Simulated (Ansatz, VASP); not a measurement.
Two plane-wave programs on AlNi

```
Ni Al
1.0
     1.93869   -1.95319    0.00000
     1.93869    1.95319    0.00000
     0.00000    0.00000    3.09943
Ni Al
1 1
Direct
  0.50000 0.50000 0.50000
  0.00000 0.00000 0.00000
```

Alike in both runs: task single point; functional r2SCAN; k mesh 10 × 10 × 9; occupations fermi-dirac, width 0.05 eV; collinear spin.

|  | VASP | Ansatz |
| --- | --- | --- |
| version | VASP 6.6.1 | Ansatz 0.2.0 |
| potentials or method | VASP PAW PBE potentials, release 64 (Ni, Al) | Ansatz PAW |
| plane-wave cutoff (eV) | 520 | 500 |
| valence electrons in the cell | 13 | 21 |

```csv
,VASP,Ansatz,Ansatz less VASP
gap on the k mesh at the Fermi level (eV),none,none,-
pressure (GPa),0.5,0.7,+0.19
"traceless stress, the component that is largest in VASP (GPa)",-5.21,-5.05,+0.158
net moment per atom (μB),0.00,0.00,0.000
```

VASP's potentials were made for PBE, not for r2SCAN. A gap of «none» marks a metal or a gap that the smearing closes. VASP's potentials hold 13 valence electrons a cell and Ansatz's 21, so a difference there can come from the potentials and not from the codes.

Noted on Ansatz's run: the magnetic or orbital state may not be the lowest.
